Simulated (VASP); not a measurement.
A run of VASP 6.6.1 is set up as follows.

The input POSCAR:

```
Sc2As3Rh
1.0
    4.3967305318      0.0000000000      0.0000000000
   -2.1983652659      3.8076803341      0.0000000000
    0.0000000000      0.0000000000      6.2962261023
Sc As Rh
2 3 1
Direct
    0.6666666667      0.3333333333      0.7609521406
    0.6666666667      0.3333333333      0.2613183498
    0.3333333333      0.6666666667      0.0120256348
    0.3333333333      0.6666666667      0.4889226160
    0.0000000000      0.0000000000      0.5340292151
    0.0000000000      0.0000000000      0.9427530536
```

INCAR.step1

```
PREC = Accurate
ENCUT = 520
ISMEAR = -1
SIGMA = 0.03
LREAL = False
LASPH = True
NELM = 100
NBANDS = 35
GGA = PE
ALGO = Normal
EDIFF = 1E-4
LWAVE = True
LCHARG = False
```

File INCAR.step2:

```
PREC = Accurate
ENCUT = 520
EDIFF = 1E-6
ISMEAR = -1
SIGMA = 0.03
LREAL = False
LASPH = True
NELM = 100
ALGO = Normal
ISIF = 2
LWAVE = False
LCHARG = True
METAGGA = R2SCAN
LMIXTAU = True
LUSE_VDW = True
IVDW_NL = 2
BPARAM = 11.95
CPARAM = 0.0093
LELF = True
LVHAR = True
NBANDS = 35
ISTART = 1
```

File KPOINTS:

```
Automatic mesh
0
Gamma
  6 6 4
```

Potentials or basis: VASP PAW PBE potentials, release 64 (Sc_sv, As, Rh_pv).

The run is started by

```bash
$ cat potpaw_PBE.64/Sc_sv/POTCAR potpaw_PBE.64/As/POTCAR potpaw_PBE.64/Rh_pv/POTCAR > POTCAR
$ cp INCAR.step1 INCAR
$ mpirun -np 1 vasp_std > vasp.out
$ cp INCAR.step2 INCAR
$ mpirun -np 1 vasp_std > vasp.out
```

(1) Estimate the largest force.

(2) Predict the pressure.

(3) Predict the band gap on the k mesh.

Results:

(1) 0.032 eV/Å.

(2) 0.7 GPa.

(3) zero (bands 26 and 27 overlap by 1.10 eV).

Caveat: the PAW data sets were made with another functional, which shifts forces and pressure a little.
